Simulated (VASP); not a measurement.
Input of a VASP 6.6.1 run:

Contents of INCAR:

```
PREC     = Accurate       # precision mode
ENCUT    = 520            # plane-wave cutoff, eV
EDIFF    = 1E-6           # SCF threshold, eV
ISMEAR   = 1              # smearing method
SIGMA    = 0.02           # smearing width, eV
LREAL    = F              # projectors in reciprocal space
LASPH    = T              # aspherical terms in the spheres
NELM     = 80             # most SCF steps
ALGO     = Fast           # electronic algorithm
ISIF     = 2              # what is computed and relaxed
LWAVE    = F              # write WAVECAR
LCHARG   = T              # write CHGCAR
GGA      = PE             # functional
LELF     = T              # ELF
LVHAR    = T            
NBANDS   = 14             # bands
```

Contents of KPOINTS:

```
Automatic mesh
0
Gamma
  22 22 22
```

POSCAR

```
Rh
1.0
    0.0000000000      1.9015500000      1.8635190000
    1.9015500000      0.0000000000      1.8635190000
    1.9015500000      1.9015500000      0.0000000000
Rh
1
Direct
    0.0000000000      0.0000000000      0.0000000000
```

Potentials or basis: VASP PAW PBE potentials, release 64 (Rh_pv).

Command:

```console
$ cat potpaw_PBE.64/Rh_pv/POTCAR > POTCAR
$ mpirun -np 1 vasp_std > vasp.out
```

**Question.** What does it give for the pressure?

**Answer.** 11.8 GPa.

Stress tensor (GPa, compression positive):
```
10.19  0.00  0.00
 0.00 10.19  0.00
 0.00  0.00 15.10
```

Caveat: the cell differs from its parent crystal (strain -0.0200 x Voigt [0, 0, 1, 0, 0, 0]).
